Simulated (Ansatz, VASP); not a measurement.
C in VASP and in Ansatz

File INCAR:

```
SYSTEM = C
  PREC = Accurate
  ENCUT = 1300
  EDIFF = 1E-6
  ISMEAR = 0
  SIGMA = 0.01
  LREAL = .False.
  LASPH = .True.
  NELM = 120
  ALGO = Normal
  ISIF = 2
  LWAVE = .False.
  LCHARG = .False.
  GGA = PS
  NBANDS = 11
  GGA_COMPAT = .False.
```

File KPOINTS:

```
regular mesh
0
Gamma
  12 12 12
  0 0 0
```

Contents of POSCAR:

```
C
1.0
    0.0000000000      1.7886725372      1.7886725372
    1.7886725372      0.0000000000      1.7886725372
    1.7886725372      1.7886725372      0.0000000000
C
2
Direct
    0.5000000000      0.5000000000      0.5000000000
    0.7500000000      0.7500000000      0.7500000000
```

Input for Ansatz:

```yaml
crystal:
  lattice:
    - [0.0, 1.7886725372, 1.7886725372]
    - [1.7886725372, 0.0, 1.7886725372]
    - [1.7886725372, 1.7886725372, 0.0]
  atoms:
    - { symbol: C, position: [0.5, 0.5, 0.5] }
    - { symbol: C, position: [0.75, 0.75, 0.75] }
basis:
  ecutwfc: 420
kpoints:
  mp_grid: { grid: [12, 12, 12] }
hamiltonian:
  xc: pbesol
scf:
  occupations: { method: fixed }
output:
  forces: true
  stress: true
  eigenvalues: true
```

Alike in both runs: task single point; functional PBEsol; k mesh 12 × 12 × 12; no spin polarisation.

|  | VASP | Ansatz |
| --- | --- | --- |
| version | VASP 6.6.1 | Ansatz 0.2.0 |
| potentials or method | VASP PAW PBE potentials, release 64 (C_h), cutoff 1300 eV | scalar-relativistic, plane waves, PAW |
| occupations | gaussian, width 0.01 eV | fixed |
| valence electrons in the cell | 8 | 8 |

|  | VASP | Ansatz | Ansatz less VASP |
| --- | --- | --- | --- |
| gap on the k mesh at the Fermi level (eV) | 4.02 | 4.02 | 0.000 |
| least direct gap on the mesh (eV) | 5.52 | 5.52 | -0.005 |
| pressure (GPa) | -8.5 | -8.6 | -0.10 |

VASP's potentials were made for PBE, not for PBEsol.
